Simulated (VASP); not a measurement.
PbO (rocksalt type):

```xyz
2
Lattice="0.0000 2.3132 2.3132 2.3132 0.0000 2.3132 2.3132 2.3132 0.0000" Properties=species:S:1:pos:R:3 pbc="T T T"
Pb    0.0000    0.0000    0.0000
O     2.3132    2.3132    2.3132
```

| Quantity | Value |
| --- | --- |
| Program | VASP 6.6.1 |
| Task | relaxation of cell and atoms |
| Functional | PBE |
| Potentials or basis | VASP PAW PBE potentials, release 64 (Pb_d, O) |
| Cutoff | 600 eV |
| k mesh | 12 × 12 × 12 |
| Occupations | fermi-dirac, width 0.05 eV |
| Spin | no spin polarisation |

At the start: pressure 80.8 GPa; volume 12.38 Å³/atom.

**Question.** How do energy, volume and symmetry change on relaxing?

**Answer.** Over 5 steps the energy falls by 1036.4 meV/atom and the volume is 18.16 Å³/atom (+46.7 %); space group Fm-3m (No. 225, to 0.05 Å).

Step by step:
| step | energy change (eV) | largest force (eV/Å) | pressure (GPa) | volume (Å³) |
| --- | --- | --- | --- | --- |
| 1 | 0.0000 | 0.0000 | 80.76 | 24.75 |
| 2 | -0.6441 | 0.0000 | -19.40 | 54.51 |
| 3 | -2.0681 | 0.0000 | -1.88 | 37.09 |
| 4 | -2.0721 | 0.0000 | -0.76 | 36.62 |
| 5 | -2.0728 | 0.0000 | 0.01 | 36.31 |

Final structure:
```xyz
2
Lattice="0.0000 2.6283 2.6283 2.6283 0.0000 2.6283 2.6283 2.6283 0.0000" Properties=species:S:1:pos:R:3 pbc="T T T"
Pb    0.0000    0.0000    0.0000
O     2.6283    2.6283    2.6283
```

Caveat: the volume moved by over 15 % at a fixed basis, so the end points are rough.
